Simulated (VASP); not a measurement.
# Cu (P6_3/mmc) in VASP: a series of runs

The runs below take Cu through single point, with PBEsol.

Program: VASP 6.6.1. These are calculated values, not measurements. Logs are shortened: lines on timing, memory, paths and dates and some standing lists are left out, and cuts for length are marked.

**1. The cell of the first run**

Symmetry: P6_3/mmc, No. 194, hexagonal system. The conventional cell has a = 2.454 Å, b = 2.454 Å, c = 4.343 Å, α = 90.00°, β = 90.00°, γ = 120.00°. Within 3.2 Å of Cu (site symmetry -6m2) lie 12 Cu at 2.45 to 2.59 Å.

This isn't the form of Cu at room conditions, which is fcc.

**2. Single point, PBEsol (11.32 Å³/atom)**

Input file INCAR:

```
PREC = Accurate
ENCUT = 520
EDIFF = 1E-6
ISMEAR = 0
SIGMA = 0.15
LREAL = F
LASPH = T
NELM = 80
ALGO = Fast
ISIF = 2
LWAVE = F
LCHARG = T
GGA = PS
LELF = T
LVHAR = T
NBANDS = 18
```

Input file KPOINTS:

```
Automatic mesh
0
Gamma
  24 24 12
```

Input file POSCAR:

```
Cu
1.0
    2.4537940917      0.0000000000      0.0000000000
   -1.2268970458      2.1250480190      0.0000000000
    0.0000000000      0.0000000000      4.3427247834
Cu
2
Direct
    0.3333333333      0.6666666667      0.2500000000
    0.6666666667      0.3333333333      0.7500000000
```

Potentials or basis: VASP PAW PBE potentials, release 64 (Cu).

On the command line:

```bash
cat potpaw_PBE.64/Cu/POTCAR > POTCAR
mpirun -np 1 vasp_std > vasp.out
```

OUTCAR:

```text
PREC = Accurate
   ENCUT = 520
   EDIFF = 1E-6
   ISMEAR = 0
   LREAL = F
   LASPH = T
   NELM = 80
   ISIF = 2
   GGA = PS

 ion  position               nearest neighbor table
   1  0.333  0.667  0.250-   2 2.59   2 2.59   2 2.59   2 2.59   2 2.59   2 2.59
   2  0.667  0.333  0.750-   1 2.59   1 2.59   1 2.59   1 2.59   1 2.59   1 2.59

  LATTYP: Found a hexagonal cell.
 ALAT       =     2.4537940917
 C/A-ratio  =     1.7698000000

  Lattice vectors:

 A1 = (   2.4537940917,   0.0000000000,   0.0000000000)
 A2 = (  -1.2268970458,   2.1250480190,   0.0000000000)
 A3 = (   0.0000000000,   0.0000000000,   4.3427247834)

Analysis of symmetry for initial positions (statically):
=====================================================================
 Subroutine PRICEL returns:
 Original cell was already a primitive cell.

 Routine SETGRP: Setting up the symmetry group for a
 hexagonal supercell.

 Subroutine GETGRP returns: Found 24 space group operations
 (whereof 12 operations were pure point group operations)
 out of a pool of 24 trial point group operations.

The static configuration has the point symmetry D_3d.
 The point group associated with its full space group is D_6h.

Analysis of symmetry for dynamics (positions and initial velocities):
=====================================================================
 Subroutine PRICEL returns:
 Original cell was already a primitive cell.

 Routine SETGRP: Setting up the symmetry group for a
 hexagonal supercell.

 Subroutine GETGRP returns: Found 24 space group operations
 (whereof 12 operations were pure point group operations)
 out of a pool of 24 trial point group operations.

The dynamic configuration has the point symmetry D_3d.
 The point group associated with its full space group is D_6h.

 Subroutine INISYM returns: Found 24 space group operations
 (whereof 12 operations are pure point group operations),
 and found     1 'primitive' translations

----------------------------------------------------------------------------------------

                                     Primitive cell

  volume of cell :      22.6448

  direct lattice vectors                    reciprocal lattice vectors
     2.453794092  0.000000000  0.000000000     0.407532157  0.235288801  0.000000000
    -1.226897046  2.125048019  0.000000000     0.000000000  0.470577602  0.000000000
     0.000000000  0.000000000  4.342724783     0.000000000  0.000000000  0.230270176

  length of vectors
     2.453794092  2.453794092  4.342724783     0.470577602  0.470577602  0.230270176

  position of ions in fractional coordinates (direct lattice)
     0.333333333  0.666666667  0.250000000
     0.666666667  0.333333333  0.750000000

  ion indices of the primitive-cell ions
   primitive index   ion index
                 1           1
                 2           2

----------------------------------------------------------------------------------------

 KPOINTS: Automatic mesh

Automatic generation of k-mesh.
 Grid dimensions read from file:
 generate k-points for:   24   24   12

 Generating k-lattice:

  Cartesian coordinates                     Fractional coordinates (reciprocal lattice)
     0.016980507  0.009803700  0.000000000     0.041666667  0.000000000  0.000000000
     0.000000000  0.019607400  0.000000000     0.000000000  0.041666667  0.000000000
     0.000000000  0.000000000  0.019189181     0.000000000  0.000000000  0.083333333

  Length of vectors
     0.019607400  0.019607400  0.019189181

  Shift w.r.t. Gamma in fractional coordinates (k-lattice)
     0.000000000  0.000000000  0.000000000

 Subroutine IBZKPT returns following result:
 ===========================================

 Found    427 irreducible k-points:

 Following reciprocal coordinates:
            Coordinates               Weight
  0.000000  0.000000  0.000000      1.000000
  0.041667  0.000000  0.000000      6.000000
  0.083333  0.000000  0.000000      6.000000
  0.125000 -0.000000  0.000000      6.000000
  0.166667  0.000000  0.000000      6.000000
  0.208333  0.000000  0.000000      6.000000
[... 16 lines left out ...]
  0.416667  0.041667  0.000000     12.000000
  0.458333  0.041667  0.000000     12.000000
 [... further k-points ...]
   k-points           NKPTS =    427   k-points in BZ     NKDIM =    427   number of bands    NBANDS=     18
   number of dos      NEDOS =    301   number of ions     NIONS =      2
   total plane-waves  NPLWV =  10368
   dimension x,y,z NGX =    18 NGY =   18 NGZ =   32
   dimension x,y,z NGXF=    36 NGYF=   36 NGZF=   64
   ions per type =               2
   NGX,Y,Z   is equivalent  to a cutoff of  12.20, 12.20, 12.25 a.u.
   NGXF,Y,Z  is equivalent  to a cutoff of  24.39, 24.39, 24.50 a.u.
 SYSTEM =  unknown system
   PREC   = accura    normal or accurate (medium, high low for compatibility)
   ISTART =      0    job   : 0-new  1-cont  2-samecut
   ICHARG =      2    charge: 1-file 2-atom 10-const
[... 21 lines left out ...]
   ISMEAR =     0;   SIGMA  =   0.15  broadening in eV -4-tet -1-fermi 0-gaus
   EFERMI_NEDOS =   21; number of points for ismear=-14 and -15
   IALGO  =     68    algorithm
   IMIX   =      4    mixing-type and parameters
     AMIX     =   0.40;   BMIX     =  1.00
     AMIX_MAG =   1.60;   BMIX_MAG =  1.00
  volume/ion in A,a.u.               =      11.32        76.41
  Fermi-wavevector in a.u.,A,eV,Ry     =   1.621409  3.064019 35.769284  2.628968
  Thomas-Fermi vector in A             =   2.715190
   LORBIT       =      0    0 simple, 1 ext, 2 COOP (PROOUT), +10 PAW based schemes
   GGA     = PS    functional components
   LHFCALC =     F    Hartree Fock is set to
   AEXX    =    0.0000 exact exchange contribution
   IVDW    =     0    specifies the selected vdW correction
   LEPSILON=     F    determine dielectric tensor
   LRPA    =     F    only Hartree local field effects (RPA)
 non-spin polarized calculation
 RMM-DIIS sequential band-by-band and
 Gauss-broadening in eV      SIGMA  =   0.15
  energy-cutoff  :      520.00
  volume of cell :       22.64
 maximum number of plane-waves:       628
   NGX =  9   NGY =  9   NGZ = 17

 number of electron      21.9999995 magnetization

 Free energy of the ion-electron system (eV)
  ---------------------------------------------------
  ext. energy  EPLUGINS =         0.00000000
  ---------------------------------------------------
  free energy    TOTEN  =        -8.54744126 eV

  energy without entropy =       -8.53736963  energy(sigma->0) =       -8.54240544

 E-fermi :   7.9500     XC(G=0): -13.1514

 val. band max:        7.9341554753   @ k =   0.3333   0.1667   0.1667
 cond. band min:       7.9514939541   @ k =   0.3333  -0.0000   0.3333
 fundamental gap:      0.0173384787
 Fermi energy:         7.9500291013

 k-point     1 :       0.0000    0.0000    0.0000
  band No.  band energies     occupation
      1      -1.7817      2.00000
      2       2.3802      2.00000
      3       4.4700      2.00000
      4       4.8143      2.00000
      5       4.8143      2.00000
      6       4.9755      2.00000
[... 10 lines left out ...]
     17      32.1437      0.00000
     18      33.2467      0.00000

 k-point     2 :       0.0417    0.0000    0.0000
  band No.  band energies     occupation
      1      -1.7201      2.00000
      2       2.4222      2.00000
      3       4.4750      2.00000
      4       4.8053      2.00000
      5       4.8382      2.00000
      6       4.9609      2.00000
[... 10 lines left out ...]
     17      31.2721      0.00000
     18      33.7482      0.00000

 k-point     3 :       0.0833    0.0000    0.0000
  band No.  band energies     occupation
      1      -1.5363      2.00000
      2       2.5443      2.00000
      3       4.4794      2.00000
      4       4.7881      2.00000
      5       4.9090      2.00000
      6       4.9227      2.00000
[... 10 lines left out ...]
     17      30.4762      0.00000
     18      33.9317      0.00000

 k-point     4 :       0.1250   -0.0000    0.0000
  band No.  band energies     occupation
      1      -1.2337      2.00000
      2       2.7335      2.00000
      3       4.4567      2.00000
      4       4.7700      2.00000
      5       4.7873      2.00000
      6       4.8954      2.00000
[... 375 lines left out ...]
      4       4.5406      2.00000
      5       4.7794      2.00000
      6       4.9149      2.00000
[... 10 lines left out ...]
     17      22.6409      0.00000
     18      29.6609      0.00000

 k-point    23 :       0.4167    0.0417    0.0000
  band No.  band energies     occupation
      1       2.7449      2.00000
      2       3.1478      2.00000
      3       3.4025      2.00000
      4       4.7256      2.00000
      5       4.7312      2.00000
      6       4.9849      2.00000
[... 10 lines left out ...]
     17      22.2881      0.00000
     18      29.4101      0.00000

 k-point    24 :       0.4583    0.0417    0.0000
  band No.  band energies     occupation
      1       2.9025      2.00000
      2       3.0793      2.00000
      3       3.3749      2.00000
      4       4.6976      2.00000
      5       4.8953      2.00000
      6       4.9813      2.00000
[... 10 lines left out ...]
     17      22.1140      0.00000
     18      29.4585      0.00000

 [... further k-points ...]
[... 5 lines left out ...]
  --------------------------------------------------------------------------------------
  -------------------------------------------------------------------------------------
  Total        0.9887199      0.9887199     -1.1998411      0.0000000     -0.0000000      0.0000000
  in kB       69.9543429     69.9543429    -84.8916840      0.0000000     -0.0000000      0.0000000
  external PRESSURE =      18.3390006 kB  Pullay stress =       0.0000000 kB

 VOLUME and BASIS-vectors are now :
 -----------------------------------------------------------------------------
  energy-cutoff  :      520.00
  volume of cell :       22.64
      direct lattice vectors                 reciprocal lattice vectors
     2.453794092  0.000000000  0.000000000     0.407532157  0.235288801  0.000000000
    -1.226897046  2.125048019  0.000000000     0.000000000  0.470577602  0.000000000
     0.000000000  0.000000000  4.342724783     0.000000000  0.000000000  0.230270176

 POSITION                                       TOTAL-FORCE (eV/Angst)
 -----------------------------------------------------------------------------------
     -0.00000      1.41670      1.08568         0.000000     -0.000000      0.000000
      1.22690      0.70835      3.25704        -0.000000      0.000000      0.000000
 -----------------------------------------------------------------------------------
    total drift:                                0.000000     -0.000000      0.000000

  FREE ENERGIE OF THE ION-ELECTRON SYSTEM (eV)
  ---------------------------------------------------
  free  energy   TOTEN  =        -8.5474412570 eV

  energy  without entropy=       -8.5373696275  energy(sigma->0) =       -8.54240544
```

Run time: 1.8 min. Hardware: 1 thread of Intel Xeon Platinum 8488C (Sapphire Rapids), shared host; peak memory 0.24 GiB.

What came out:

| Quantity | Value |
| --- | --- |
| Free energy | -8.5474 eV |
| Pressure | 1.8 GPa |
| Band gap on the k mesh | zero (bands 11 and 12 overlap by 6.56 eV) |

Stress tensor (GPa, compression positive):
```
 7.00  0.00  0.00
 0.00  7.00  0.00
 0.00  0.00 -8.49
```

Caveat: the stress differs along the axes, from -8 to 7 GPa; the PAW data sets were made with another functional, which shifts forces and pressure a little.

**3. Single point, PBEsol (11.32 Å³/atom)**

Input file INCAR:

```
SYSTEM = Cu
PREC = Accurate
ENCUT = 520
EDIFF = 1E-6
ISMEAR = 0
SIGMA = 0.15
LREAL = .FALSE.
LASPH = .TRUE.
NELM = 100
ALGO = Fast
ISIF = 2
LWAVE = .FALSE.
LCHARG = .FALSE.
GGA = PS
NBANDS = 18
```

Input file KPOINTS:

```
Automatic mesh
0
G
  24 24 12
  0 0 0
```

Input file POSCAR:

```
Cu
1.0
    2.5889164541      0.0000000000      0.0000000000
   -1.2944582270      2.2420674175      0.0000000000
    0.0000000000      0.0000000000      3.9012382046
Cu
2
Direct
    0.3333333333      0.6666666667      0.2500000000
    0.6666666667      0.3333333333      0.7500000000
```

Potentials or basis: VASP PAW PBE potentials, release 64 (Cu).

On the command line:

```bash
cat potpaw_PBE.64/Cu/POTCAR > POTCAR
mpirun -np 1 vasp_std > vasp.out
```

It took 1.9 min on 1 thread of Intel Xeon Platinum 8488C (Sapphire Rapids), shared host; peak memory 0.24 GiB.

The run converged. Its results:

```yaml
Free_energy: -8.5403 eV
Pressure: 1.9 GPa
Band_gap_on_the_k_mesh: zero (bands 11 and 12 overlap by 5.71 eV)
```

Stress tensor (GPa, compression positive):
```
-3.20  0.00  0.00
 0.00 -3.20  0.00
 0.00  0.00 12.04
```

Levels at points of the mesh, in eV from the Fermi level:
```
           k point  band 9  band 10  band 11  band 12  band 13  band 14
(0.00, 0.00, 0.00)   -2.80    -1.76    -1.76    -0.33     5.14    20.57
(0.50, 0.00, 0.00)   -1.66    -1.52    -0.20     1.31     8.35     9.07
(0.00, 0.00, 0.50)   -1.98    -1.98    -1.98    -1.98    14.97    14.97
(0.50, 0.00, 0.50)   -1.71    -1.71     0.34     0.34     4.87     4.87
```

Caveat: the stress differs along the axes, from -3 to 12 GPa; the PAW data sets were made with another functional, which shifts forces and pressure a little.

**4. Single point, PBEsol (11.77 Å³/atom)**

This run uses another cell than the first one, of 11.77 Å³/atom.

Input file INCAR:

```
PREC = Accurate
ENCUT = 520
EDIFF = 1E-6
ISMEAR = 0
SIGMA = 0.15
LREAL = False
LASPH = True
NELM = 80
ALGO = Fast
ISIF = 2
LWAVE = False
LCHARG = False
GGA = PS
NBANDS = 18
```

Input file KPOINTS:

```
regular mesh
0
Gamma
  24 24 12
```

Input file POSCAR:

```
Cu
1.0
    2.5195826211      0.0000000000      0.0000000000
   -1.2597913106      2.1820225568      0.0000000000
    0.0000000000      0.0000000000      4.2835424142
Cu
2
Direct
    0.3333333333      0.6666666667      0.2500000000
    0.6666666667      0.3333333333      0.7500000000
```

On the command line:

```bash
cat potpaw_PBE.64/Cu/POTCAR > POTCAR
mpirun -np 1 vasp_std > vasp.out
```

It took 1.9 min on 1 thread of Intel Xeon Platinum 8488C (Sapphire Rapids), shared host; peak memory 0.25 GiB.

Results (log left out):

* Free energy: -8.5798 eV
* Pressure: -5.0 GPa
* Band gap on the k mesh: zero (bands 11 and 12 overlap by 6.18 eV)

Stress tensor (GPa, compression positive):
```
-2.88  0.00  0.00
 0.00 -2.88  0.00
 0.00  0.00 -9.18
```

Levels at points of the mesh, in eV from the Fermi level:
```tsv
k point	band 8	band 9	band 10	band 11	band 12	band 13	band 14	band 15
(0.00, 0.00, 0.00)	-2.36	-2.36	-1.71	-1.71	-1.38	3.22	21.93	22.56
(0.50, 0.00, 0.00)	-1.62	-1.56	-1.48	0.08	1.70	7.60	7.80	10.49
(0.00, 0.00, 0.50)	-2.98	-1.93	-1.93	-1.93	-1.93	11.44	11.44	22.60
(0.50, 0.00, 0.50)	-1.88	-1.51	-1.51	0.52	0.52	4.96	4.96	16.55
```

Caveat: the stress differs along the axes, from -9 to -3 GPa; the PAW data sets were made with another functional, which shifts forces and pressure a little.

**5. Single point, PBEsol (11.77 Å³/atom)**

This run uses another cell than the first one, of 11.77 Å³/atom.

Input file INCAR:

```
SYSTEM = Cu
ALGO     = Fast           ! electronic algorithm
EDIFF    = 1E-7           ! SCF threshold, eV
ENCUT    = 520            ! plane-wave cutoff, eV
GGA      = PS             ! functional
ISIF     = 2              ! what is computed and relaxed
ISMEAR   = 0              ! smearing method
LASPH    = .TRUE.         ! aspherical terms in the spheres
LCHARG   = .FALSE.        ! write CHGCAR
LREAL    = .FALSE.        ! projectors in reciprocal space
LWAVE    = .FALSE.        ! write WAVECAR
NBANDS   = 18             ! bands
NELM     = 100            ! most SCF steps
PREC     = Accurate       ! precision mode
SIGMA    = 0.15           ! smearing width, eV
```

Input file KPOINTS:

```
k-points
0
G
  24 24 12
  0 0 0
```

Input file POSCAR:

```
Cu
1.0
    2.5879997678      0.0000000000      0.0000000000
   -1.2939998839      2.2412735439      0.0000000000
    0.0000000000      0.0000000000      4.0600540358
Cu
2
Direct
    0.3333333333      0.6666666667      0.2500000000
    0.6666666667      0.3333333333      0.7500000000
```

On the command line:

```bash
cat potpaw_PBE.64/Cu/POTCAR > POTCAR
mpirun -np 1 vasp_std > vasp.out
```

It took 1.8 min on 1 thread of Intel Xeon Platinum 8488C (Sapphire Rapids), shared host; peak memory 0.25 GiB.

Results (log left out):

```yaml
Free_energy: -8.5748 eV
Pressure: -4.9 GPa
Band_gap_on_the_k_mesh: zero (bands 11 and 12 overlap by 5.77 eV)
```

Stress tensor (GPa, compression positive):
```
-7.30  0.00  0.00
 0.00 -7.30  0.00
 0.00  0.00  0.01
```

Levels at points of the mesh, in eV from the Fermi level:
| k point | band 7 | band 8 | band 9 | band 10 | band 11 | band 12 | band 13 | band 14 | band 15 | band 16 |
| --- | --- | --- | --- | --- | --- | --- | --- | --- | --- | --- |
| (0.00, 0.00, 0.00) | -2.73 | -2.58 | -2.58 | -1.71 | -1.71 | -0.66 | 4.33 | 20.83 | 20.86 | 20.86 |
| (0.50, 0.00, 0.00) | -2.64 | -1.70 | -1.57 | -1.53 | -0.09 | 1.40 | 7.93 | 8.45 | 10.89 | 11.31 |
| (0.00, 0.00, 0.50) | -3.05 | -3.05 | -1.94 | -1.94 | -1.94 | -1.94 | 13.50 | 13.50 | 21.55 | 21.55 |
| (0.50, 0.00, 0.50) | -1.91 | -1.91 | -1.62 | -1.62 | 0.42 | 0.42 | 4.74 | 4.74 | 15.66 | 15.66 |

Caveat: the stress differs along the axes, from -7 to 0 GPa; the PAW data sets were made with another functional, which shifts forces and pressure a little.

**6. Single point, PBEsol (11.78 Å³/atom)**

This run uses another cell than the first one, of 11.78 Å³/atom.

Input file INCAR:

```
SYSTEM = Cu
PREC = Accurate
ENCUT = 520
EDIFF = 1E-7
ISMEAR = 0
SIGMA = 0.15
LREAL = .False.
LASPH = .True.
NELM = 80
ALGO = Fast
ISIF = 2
LWAVE = .False.
LCHARG = .False.
GGA = PS
NBANDS = 18
```

Input file KPOINTS:

```
regular mesh
0
Gamma
  24 24 12
  0 0 0
```

Input file POSCAR:

```
Cu
1.0
    2.6582994522      0.0000000000      0.0000000000
   -1.3291497261      2.3021548565      0.0000000000
    0.0000000000      0.0000000000      3.8481542870
Cu
2
Direct
    0.3333333333      0.6666666667      0.2500000000
    0.6666666667      0.3333333333      0.7500000000
```

Potentials or basis: VASP PAW PBE potentials, release 64 (Cu).

On the command line:

```bash
cat potpaw_PBE.64/Cu/POTCAR > POTCAR
mpirun -np 1 vasp_std > vasp.out
```

Wall time 2.2 min (1 thread of Intel Xeon Platinum 8488C (Sapphire Rapids), shared host); peak memory 0.25 GiB.

The run converged. Its results:

* Free energy: -8.4742 eV
* Pressure: -2.7 GPa
* Band gap on the k mesh: zero (bands 11 and 12 overlap by 5.36 eV)

Stress tensor (GPa, compression positive):
```
-8.57  0.00  0.00
 0.00 -8.57  0.00
 0.00  0.00  8.89
```

Levels at points of the mesh, in eV from the Fermi level:
```csv
k point,band 9,band 10,band 11,band 12,band 13,band 14
"(0.00, 0.00, 0.00)",-2.61,-1.69,-1.69,0.22,5.56,19.19
"(0.50, 0.00, 0.00)",-1.64,-1.42,-0.28,1.08,8.41,9.27
"(0.00, 0.00, 0.50)",-1.88,-1.88,-1.88,-1.88,15.75,15.75
"(0.50, 0.00, 0.50)",-1.70,-1.70,0.36,0.36,4.62,4.62
```

Caveat: the stress differs along the axes, from -9 to 9 GPa; the PAW data sets were made with another functional, which shifts forces and pressure a little.

**7. The runs side by side**

```csv
cell,further INCAR settings,gap on the mesh (eV),pressure (GPa)
"a = 2.454, b = 2.454, c = 4.343 Å, angles 90.0, 90.0, 120.0°, 2 atoms",ALGO = Fast; EDIFF = 1e-06; NBANDS = 18,none,1.8
"a = 2.589, b = 2.589, c = 3.901 Å, angles 90.0, 90.0, 120.0°, 2 atoms",ALGO = Fast; EDIFF = 1e-06; NBANDS = 18,none,1.9
"a = 2.520, b = 2.520, c = 4.284 Å, angles 90.0, 90.0, 120.0°, 2 atoms",ALGO = Fast; EDIFF = 1e-06; NBANDS = 18,none,-5.0
"a = 2.588, b = 2.588, c = 4.060 Å, angles 90.0, 90.0, 120.0°, 2 atoms",ALGO = Fast; EDIFF = 1e-07; NBANDS = 18,none,-4.9
"a = 2.658, b = 2.658, c = 3.848 Å, angles 90.0, 90.0, 120.0°, 2 atoms",ALGO = Fast; EDIFF = 1e-07; NBANDS = 18,none,-2.7
```

Alike in all rows: task single point; level PBEsol; potentials or basis VASP PAW PBE potentials, release 64 (Cu); no spin polarisation; k mesh 24 × 24 × 12; cutoff (eV) 520; smearing gaussian 0.15 eV.

Caveats: the PAW data sets were made with another functional, which shifts forces and pressure a little; the stress differs along the axes, from -8 to 7 GPa (at least some runs); the stress differs along the axes, from -3 to 12 GPa (at least some runs); the stress differs along the axes, from -9 to -3 GPa (at least some runs); the stress differs along the axes, from -7 to 0 GPa (at least some runs); the stress differs along the axes, from -9 to 9 GPa (at least some runs).

Total energies depend on the potentials used, so only differences within one code and one set of settings carry meaning.
